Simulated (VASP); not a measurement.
Runs of VASP 6.6.1 on La. The structure is that of space group P6_3/mmc (No. 194), or close to it. The cells are those of the table. 

```csv
spin,cell,k mesh,smearing,gap on the mesh (eV),pressure (GPa)
off,"a = 3.773, b = 3.773, c = 5.959 Å, angles 90.0, 90.0, 120.0°, 2 atoms",11 × 11 × 6,fermi-dirac 0.1 eV,none,(b)
off,"a = 3.924, b = 3.924, c = 6.198 Å, angles 90.0, 90.0, 120.0°, 2 atoms",11 × 11 × 6,fermi-dirac 0.1 eV,none,(a)
off,"a = 3.875, b = 3.875, c = 6.121 Å, angles 90.0, 90.0, 120.0°, 2 atoms",11 × 11 × 6,fermi-dirac 0.1 eV,none,-0.9
off,"a = 3.665, b = 3.665, c = 5.789 Å, angles 90.0, 90.0, 120.0°, 2 atoms",11 × 11 × 6,fermi-dirac 0.1 eV,none,3.4
off,"a = 3.825, b = 3.825, c = 6.041 Å, angles 90.0, 90.0, 120.0°, 2 atoms",11 × 11 × 6,fermi-dirac 0.1 eV,none,0.0
off,"a = 3.972, b = 3.972, c = 6.274 Å, angles 90.0, 90.0, 120.0°, 2 atoms",11 × 11 × 6,fermi-dirac 0.1 eV,none,-2.4
off,"a = 3.720, b = 3.720, c = 5.875 Å, angles 90.0, 90.0, 120.0°, 2 atoms",11 × 11 × 6,fermi-dirac 0.1 eV,none,2.1
collinear,"a = 3.806, b = 3.806, c = 6.230 Å, angles 90.0, 90.0, 120.0°, 2 atoms",10 × 10 × 5,fermi-dirac 0.05 eV,none,-0.6
```

Alike in all rows: task single point; level r2SCAN; potentials or basis VASP PAW PBE potentials, release 64 (La); cutoff (eV) 520.

**Question.** Fill in the values left out.

**Answer.** (a) -1.7; (b) 1.0.

Caveats: the PAW data sets were made with another functional, which shifts forces and pressure a little; spin-orbit coupling is left out, which moves the levels of the heavy elements; the cell stands under pressure (at least some runs).

A k mesh can miss the band edges, and the runs leave out spin-orbit coupling on La.

A gap of «none» marks levels without a gap at the run's occupations.
